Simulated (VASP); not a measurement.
A run of VASP 6.6.1 is set up as follows.

File POSCAR:

```
Pd
1.0
    2.7342719453      0.0000000000      0.0000000000
   -1.3671359727      2.3679489655      0.0000000000
    0.0000000000      0.0000000000      4.6309987266
Pd
2
Direct
    0.3333333333      0.6666666667      0.7500000000
    0.6666666667      0.3333333333      0.2500000000
```

INCAR.step1

```
  PREC = Accurate
  ENCUT = 600
  ISMEAR = 0
  SIGMA = 0.05
  LREAL = False
  LASPH = True
  NELM = 80
  GGA = PE
  ALGO = Normal
  EDIFF = 1E-4
  LWAVE = True
  LCHARG = False
```

INCAR.step2

```
  PREC = Accurate
  ENCUT = 600
  EDIFF = 1E-6
  ISMEAR = 0
  SIGMA = 0.05
  LREAL = False
  LASPH = True
  NELM = 80
  ALGO = Normal
  ISIF = 4
  LWAVE = False
  LCHARG = False
  METAGGA = R2SCAN
  LMIXTAU = True
  IBRION = 2
  NSW = 60
  EDIFFG = -0.01
  ISTART = 1
```

File KPOINTS:

```
Automatic mesh
0
Gamma
  18 18 10
```

Potentials or basis: VASP PAW PBE potentials, release 64 (Pd).

Launch:

```console
$ cat potpaw_PBE.64/Pd/POTCAR > POTCAR
$ cp INCAR.step1 INCAR
$ mpirun -np 1 vasp_std > vasp.out
$ cp INCAR.step2 INCAR
$ mpirun -np 1 vasp_std > vasp.out
```

(1) Estimate the band gap on the k mesh.

Answers

(1) zero (bands 10 and 11 overlap by 0.96 eV).
